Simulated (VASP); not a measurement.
A run of VASP 6.6.1 is set up as follows.

Contents of POSCAR:

```
Zn2S3
1.0
    3.5622745086      0.0000000000      0.0000000000
   -1.7811372543      3.0850202197      0.0000000000
    0.0000000000      0.0000000000      7.9118166137
Zn S
2 3
Direct
    0.3333333333      0.6666666667      0.1991632703
    0.6666666667      0.3333333333      0.8008367297
    0.0000000000      0.0000000000      0.0000000000
    0.3333333333      0.6666666667      0.6504927840
    0.6666666667      0.3333333333      0.3495072160
```

Contents of INCAR.step1:

```
SYSTEM = Zn2S3
PREC = Accurate
ENCUT = 520
ISMEAR = 0
SIGMA = 0.1
LREAL = .FALSE.
LASPH = .TRUE.
NELM = 60
NBANDS = 29
GGA = PE
ALGO = Normal
EDIFF = 1E-4
LWAVE = .TRUE.
LCHARG = .FALSE.
```

INCAR.step2

```
SYSTEM = Zn2S3
PREC = Accurate
ENCUT = 520
EDIFF = 1E-6
ISMEAR = 0
SIGMA = 0.1
LREAL = .FALSE.
LASPH = .TRUE.
NELM = 60
ALGO = Normal
ISIF = 2
LWAVE = .FALSE.
LCHARG = .FALSE.
METAGGA = R2SCAN
LMIXTAU = .TRUE.
NBANDS = 29
ISTART = 1
```

Contents of KPOINTS:

```
Automatic mesh
0
G
  6 6 4
  0 0 0
```

Potentials or basis: VASP PAW PBE potentials, release 64 (Zn, S).

Command:

```console
$ cat potpaw_PBE.64/Zn/POTCAR potpaw_PBE.64/S/POTCAR > POTCAR
$ cp INCAR.step1 INCAR
$ mpirun -np 1 vasp_std > vasp.out
$ cp INCAR.step2 INCAR
$ mpirun -np 1 vasp_std > vasp.out
```

(1) Predict the band gap on the k mesh.

(2) Estimate the largest force.

Answers

(1) zero (bands 21 and 22 overlap by 1.28 eV).

(2) 0.014 eV/Å.

Caveat: the PAW data sets were made with another functional, which shifts forces and pressure a little.
